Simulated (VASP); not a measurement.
Here is a VASP 6.6.1 calculation.

File INCAR:

```
SYSTEM = LiTmH4
PREC = Accurate
ENCUT = 750
EDIFF = 1E-7
ISMEAR = 0
SIGMA = 0.02
LREAL = .False.
LASPH = .True.
NELM = 200
ALGO = Normal
ISIF = 4
LWAVE = .False.
LCHARG = .False.
GGA = PE
IBRION = 2
NSW = 50
EDIFFG = -0.01
GGA_COMPAT = .False.
NELMIN = 4
LMAXMIX = 6
```

The input KPOINTS:

```
regular mesh
0
Gamma
  8 6 6
  0 0 0
```

File POSCAR:

```
LiTmH4
1.0
    3.4010203405      0.0000000000      0.0000000000
    0.0000000000      5.6345726188      0.0000000000
    0.0000000000      0.0000000000      6.0037703386
Li Tm H
2 2 8
Direct
    0.0000000000      0.5044645612      0.0726511781
    0.5000000000      0.4955354388      0.5726511781
    0.0000000000      0.9622123506      0.7247386131
    0.5000000000      0.0377876494      0.2247386131
    0.5000000000      0.1914497285      0.6836158198
    0.0000000000      0.1274049331      0.4160893739
    0.5000000000      0.8355597302      0.5249112243
    0.0000000000      0.8085502715      0.1836158198
    0.5000000000      0.8725950669      0.9160893739
    0.5000000000      0.4133094206      0.2330112774
    0.0000000000      0.5866905794      0.7330112774
    0.0000000000      0.1644402698      0.0249112243
```

Potentials or basis: VASP PAW PBE potentials, release 64 (Li_sv, Tm_3, H), 4f in core.

Command:

```sh
$ cat potpaw_PBE.64/Li_sv/POTCAR potpaw_PBE.64/Tm_3/POTCAR potpaw_PBE.64/H/POTCAR > POTCAR
$ mpirun -np 1 vasp_std > vasp.out
```

Q: What does it give for the band gap on the k mesh?

A: 2.12 eV (least direct gap 2.83 eV).

Final structure:
```cif
data_structure
_symmetry_space_group_name_H-M 'P 1'
_symmetry_Int_Tables_number 1
_cell_length_a 3.4247
_cell_length_b 5.5943
_cell_length_c 6.0053
_cell_angle_alpha 90.000
_cell_angle_beta 90.000
_cell_angle_gamma 90.000
_cell_volume 115.05
loop_
_atom_site_label
_atom_site_type_symbol
_atom_site_fract_x
_atom_site_fract_y
_atom_site_fract_z
_atom_site_occupancy
Li1 Li 0.00000 0.50701 0.06993 1
Li2 Li 0.50000 0.49299 0.56993 1
Tm1 Tm 0.00000 0.96062 0.72469 1
Tm2 Tm 0.50000 0.03938 0.22469 1
H1 H 0.50000 0.19099 0.68682 1
H2 H 0.00000 0.13626 0.41732 1
H3 H 0.50000 0.83287 0.52455 1
H4 H 0.00000 0.80901 0.18682 1
H5 H 0.50000 0.86374 0.91732 1
H6 H 0.50000 0.42048 0.23171 1
H7 H 0.00000 0.57952 0.73171 1
H8 H 0.00000 0.16713 0.02455 1
```

Caveat: spin-orbit coupling is left out, which moves the levels of the heavy elements; the 4f electrons are frozen in the core, so they carry no moment and show no levels. Spin polarisation is off, so any magnetic state and its effect on volume and gap are missing.
